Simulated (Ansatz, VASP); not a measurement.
# Mo3N4: VASP beside Ansatz

Contents of INCAR:

```
ALGO = Normal
EDIFF = 1E-6
EDIFFG = -0.001
ENCUT = 600
GGA = PE
IBRION = 2
ISIF = 3
ISMEAR = -1
LASPH = True
LCHARG = False
LREAL = False
LWAVE = False
NELM = 100
NSW = 80
PREC = Accurate
SIGMA = 0.15
```

The input KPOINTS:

```
k-points
0
Gamma
  8 8 8
```

Contents of POSCAR:

```
Mo3N4
1.0
    4.2020037549      0.0000000000      0.0000000000
    0.0000000000      4.2020037549      0.0000000000
    0.0000000000      0.0000000000      4.2020037549
Mo N
3 4
Direct
    0.5000000000      0.5000000000      0.0000000000
    0.0000000000      0.5000000000      0.5000000000
    0.5000000000      0.0000000000      0.5000000000
    0.5000000000      0.5000000000      0.5000000000
    0.5000000000      0.0000000000      0.0000000000
    0.0000000000      0.5000000000      0.0000000000
    0.0000000000      0.0000000000      0.5000000000
```

Input for Ansatz:

```yaml
crystal:
  lattice:
    - [4.2020037549, 0.0, 0.0]
    - [0.0, 4.2020037549, 0.0]
    - [0.0, 0.0, 4.2020037549]
  atoms:
    - { symbol: Mo, position: [0.5, 0.5, 0.0] }
    - { symbol: Mo, position: [0.0, 0.5, 0.5] }
    - { symbol: Mo, position: [0.5, 0.0, 0.5] }
    - { symbol: "N", position: [0.5, 0.5, 0.5] }
    - { symbol: "N", position: [0.5, 0.0, 0.0] }
    - { symbol: "N", position: [0.0, 0.5, 0.0] }
    - { symbol: "N", position: [0.0, 0.0, 0.5] }
basis:
  ecutwfc: 420
kpoints:
  mp_grid: { grid: [8, 8, 8] }
hamiltonian:
  xc: pbe
scf:
  occupations: { method: fermi_dirac, width: 0.15 }
output:
  forces: true
  stress: true
  eigenvalues: true
relax:
  adjacent_minimum: "off"
  f_tol: 0.001
  max_steps: 60
  cell: { stress_tol: 0.01 }
```

Alike in both runs: task relaxation of cell and atoms; functional PBE; k mesh 8 × 8 × 8; occupations fermi-dirac, width 0.15 eV; no spin polarisation.

|  | VASP | Ansatz |
| --- | --- | --- |
| version | VASP 6.6.1 | Ansatz 0.2.0 |
| potentials or method | VASP PAW PBE potentials, release 64 (Mo_sv, N), cutoff 600 eV | scalar-relativistic, plane waves, PAW |
| valence electrons in the cell | 62 | 62 |

Ansatz gave:

- gap on the k mesh at the Fermi level, each at its own relaxed structure (eV): none
- relaxed volume (Å³/atom): 10.61
- relaxed cell length with the largest relative difference (Å): 4.204

Task: Estimate VASP's values.

Result: gap on the k mesh at the Fermi level, each at its own relaxed structure (eV): none; relaxed volume (Å³/atom): 10.62; relaxed cell length with the largest relative difference (Å): 4.205.

A gap of «none» marks a metal or a gap that the smearing closes.
